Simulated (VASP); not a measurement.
Wanted: the native input for a VASP 6.6.1 run.

```
Task                   : single point
Functional             : PBE
Potentials or basis    : VASP PAW PBE potentials, release 64 (Rb_sv)
Cutoff                 : 520 eV
k mesh                 : 11 × 11 × 11
Occupations            : fermi-dirac, width 0.1 eV
Spin                   : no spin polarisation
Dipole correction      : no
Further INCAR settings : ALGO = Normal; EDIFF = 1e-06; NBANDS = 10
```

The structure of Rb lies in POSCAR:

```
Rb
1.0
    3.8553878082      0.0000000000      0.0000000000
   -1.9276939041      3.3388637833      0.0000000000
    0.0000000000      0.0000000000      3.5758051279
Rb
1
Direct
    0.0000000000      0.0000000000      0.0000000000
```

This isn't the form of Rb at room conditions, which is bcc.

The input as run:

INCAR

```
SYSTEM = Rb
PREC = Accurate
ENCUT = 520
EDIFF = 1E-6
ISMEAR = -1
SIGMA = 0.1
LREAL = .FALSE.
LASPH = .TRUE.
NELM = 60
ALGO = Normal
ISIF = 2
LWAVE = .FALSE.
LCHARG = .FALSE.
GGA = PE
NBANDS = 10
```

KPOINTS

```
Automatic mesh
0
G
  11 11 11
  0 0 0
```

Potentials or basis: VASP PAW PBE potentials, release 64 (Rb_sv).

The run is started by

```console
$ cat potpaw_PBE.64/Rb_sv/POTCAR > POTCAR
$ mpirun -np 1 vasp_std > vasp.out
```

It gave:

- Pressure: 6.2 GPa
- Band gap on the k mesh: zero (an odd number of electrons rules out a gap without spin polarisation)

Caveat: the cell stands under pressure.

It took 52 s on 1 thread of Intel Xeon 8259CL (shared host), peak memory 0.19 GiB.
